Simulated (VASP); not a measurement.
Here is a VASP 6.6.1 calculation.

INCAR

```
PREC     = Accurate       # precision mode
ENCUT    = 520            # plane-wave cutoff, eV
EDIFF    = 1E-7           # SCF threshold, eV
ISMEAR   = -1             # smearing method
SIGMA    = 0.05           # smearing width, eV
LREAL    = F              # projectors in reciprocal space
LASPH    = T              # aspherical terms in the spheres
NELM     = 150            # most SCF steps
ALGO     = Normal         # electronic algorithm
ISIF     = 2              # what is computed and relaxed
LWAVE    = F              # write WAVECAR
LCHARG   = F              # write CHGCAR
ISPIN    = 2              # spin polarisation
MAGMOM   = 4 0            # initial moments
LORBIT   = 11             # projections on sites
LMAXMIX  = 4              # l up to which the mixer works
LDAU     = T              # DFT+U
LDAUTYPE = 2            
LDAUL    = 2 -1           # shell
LDAUU    = 8 0            # U, eV
LDAUJ    = 0 0          
LDAUPRINT= 1            
GGA      = PE             # functional
NBANDS   = 20             # bands
```

Contents of KPOINTS:

```
regular mesh
0
Gamma
  7 7 7
```

The input POSCAR:

```
MnS
1.0
    0.0000000000      2.6045000000      2.6045000000
    2.6045000000      0.0000000000      2.6045000000
    2.6045000000      2.6045000000      0.0000000000
Mn S
1 1
Direct
    0.0000000000      0.0000000000      0.0000000000
    0.5000000000      0.5000000000      0.5000000000
```

Potentials or basis: VASP PAW PBE potentials, release 64 (Mn_pv, S).

Command:

```sh
$ cat potpaw_PBE.64/Mn_pv/POTCAR potpaw_PBE.64/S/POTCAR > POTCAR
$ mpirun -np 1 vasp_std > vasp.out
```

Question: What does it give for the pressure?

Answer: 6.9 GPa.

Question: Predict the net moment.

Answer: 5.00 μB per cell.

Eigenvalues of the final occupation matrices:
| site | spin | trace | eigenvalues |
| --- | --- | --- | --- |
| site 1 d | 1 | 4.78 | 0.95 0.95 0.95 0.97 0.97 |
| site 1 d | 2 | 0.13 | 0.01 0.01 0.01 0.05 0.05 |

Caveat: the cell stands under pressure; an odd mesh through Γ misses points on the zone boundary, where band edges can lie; a cell with one magnetic atom can't hold antiferromagnetic order, which such compounds often take. The state reached can hang on the start; a lower one may exist.
